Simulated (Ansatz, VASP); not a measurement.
Be3Sn: VASP beside Ansatz

```
Be Sn
1.0
    -1.86614    1.86614    3.72684
     1.86614   -1.86614    3.72684
     1.86614    1.86614   -3.72684
Be Sn
3 1
Direct
  0.50000 0.50000 0.00000
  0.25000 0.75000 0.50000
  0.75000 0.25000 0.50000
  0.00000 0.00000 0.00000
```

Alike in both runs: functional PBE; k mesh 18 × 18 × 18; occupations gaussian, width 0.1 eV; no spin polarisation.

Ansatz relaxed the structure, and its values are those at the end. VASP's run is a single point on that final structure, the one shown.

|  | VASP | Ansatz |
| --- | --- | --- |
| version | VASP 6.6.1 | Ansatz 0.2.0 |
| potentials or method | VASP PAW PBE potentials, release 64 (Be, Sn_d), cutoff 520 eV | scalar-relativistic, plane waves, PAW |
| valence electrons in the cell | 20 | 20 |

|  | VASP | Ansatz | Ansatz less VASP |
| --- | --- | --- | --- |
| gap on the k mesh at the Fermi level (eV) | none | none | - |
| pressure (GPa) | 0.0 | 0.0 | -0.01 |

A gap of «none» marks a metal or a gap that the smearing closes.
